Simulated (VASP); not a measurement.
Input of a VASP 6.6.1 run:

POSCAR

```
NaCl
1.0
    4.7210764991      0.0000000000      0.0000000000
   -2.3605382495      4.0885721814      0.0000000000
    0.0000000000      0.0000000000      5.5694844403
Na Cl
2 2
Direct
    0.3333333333      0.6666666667     -0.0624973265
    0.6666666667      0.3333333333      0.4375026735
    0.3333333333      0.6666666667      0.4374973265
    0.6666666667      0.3333333333      0.9374973265
```

File INCAR.step1:

```
PREC = Accurate
ENCUT = 520
EDIFF = 1E-5
ISMEAR = 0
SIGMA = 0.01
LREAL = False
LASPH = True
NELM = 80
ALGO = Normal
ISIF = 2
LWAVE = True
LCHARG = False
GGA = PE
NBANDS = 22
```

The input INCAR.step2:

```
PREC = Accurate
ENCUT = 520
EDIFF = 1E-6
ISMEAR = 0
SIGMA = 0.01
LREAL = False
LASPH = True
NELM = 80
ALGO = Normal
ISIF = 2
LWAVE = False
LCHARG = False
GGA = PE
LHFCALC = True
HFSCREEN = 0.2079
PRECFOCK = Normal
ISTART = 1
NBANDS = 22
```

Contents of KPOINTS:

```
regular mesh
0
Gamma
  8 8 1
```

Potentials or basis: VASP PAW PBE potentials, release 64 (Na_pv, Cl).

Command:

```sh
$ cat potpaw_PBE.64/Na_pv/POTCAR potpaw_PBE.64/Cl/POTCAR > POTCAR
$ cp INCAR.step1 INCAR
$ mpirun -np 1 vasp_std > vasp.out
$ cp INCAR.step2 INCAR
$ mpirun -np 1 vasp_std > vasp.out
```

**Question.** Predict the band gap on the k mesh.

**Answer.** 6.15 eV.

**Question.** What does it give for the pressure?

**Answer.** 0.9 GPa.

Stress tensor (GPa, compression positive):
```
-0.01  0.00  0.00
 0.00 -0.01  0.00
 0.00  0.00  2.79
```

Caveat: the k points lie up to 1.13 Å⁻¹ apart; the structure was generated, so it needn't be the stable form of NaCl; the PAW data sets were made with another functional, which shifts forces and pressure a little. A k mesh can miss the band edges.
